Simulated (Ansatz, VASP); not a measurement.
# One calculation of BaTe, two programs

INCAR

```
ALGO = Normal
EDIFF = 1E-6
EDIFFG = -0.01
ENCUT = 600
GGA = PE
IBRION = 2
ISIF = 3
ISMEAR = 0
LASPH = T
LCHARG = F
LREAL = F
LWAVE = F
NELM = 80
NSW = 100
PREC = Accurate
SIGMA = 0.02
```

Contents of KPOINTS:

```
k-points
0
Gamma
  8 8 8
```

File POSCAR:

```
BaTe
1.0
    0.0000000000      3.5322559924      3.5322559924
    3.5322559924      0.0000000000      3.5322559924
    3.5322559924      3.5322559924      0.0000000000
Ba Te
1 1
Direct
    0.0000000000      0.0000000000      0.0000000000
    0.5000000000      0.5000000000      0.5000000000
```

Input for Ansatz:

```yaml
crystal:
  lattice:
    - [0.0, 3.5322559924, 3.5322559924]
    - [3.5322559924, 0.0, 3.5322559924]
    - [3.5322559924, 3.5322559924, 0.0]
  atoms:
    - { symbol: Ba, position: [0.0, 0.0, 0.0] }
    - { symbol: Te, position: [0.5, 0.5, 0.5] }
basis:
  ecutwfc: 420
kpoints:
  mp_grid: { grid: [8, 8, 8] }
hamiltonian:
  xc: pbe
scf:
  occupations: { method: gaussian, width: 0.02 }
output:
  forces: true
  stress: true
  eigenvalues: true
relax:
  adjacent_minimum: "off"
  f_tol: 0.01
  max_steps: 80
  cell: { stress_tol: 0.05 }
```

Alike in both runs: task relaxation of cell and atoms; functional PBE; k mesh 8 × 8 × 8; occupations gaussian, width 0.02 eV; no spin polarisation.

|  | VASP | Ansatz |
| --- | --- | --- |
| version | VASP 6.6.1 | Ansatz 0.2.0 |
| potentials or method | VASP PAW PBE potentials, release 64 (Ba_sv, Te), cutoff 600 eV | scalar-relativistic, plane waves, PAW |
| valence electrons in the cell | 16 | 26 |

|  | VASP | Ansatz | Ansatz less VASP |
| --- | --- | --- | --- |
| gap on the k mesh at the Fermi level, each at its own relaxed structure (eV) | 1.60 | 1.66 | +0.057 |
| relaxed volume (Å³/atom) | 44.52 | 44.07 | -0.451 |
| relaxed cell length with the largest relative difference (Å) | 5.012 | 4.995 | -0.0170 |

VASP's potentials hold 16 valence electrons a cell and Ansatz's 26, so a difference there can come from the potentials and not from the codes.

Neither program's run includes spin-orbit coupling.
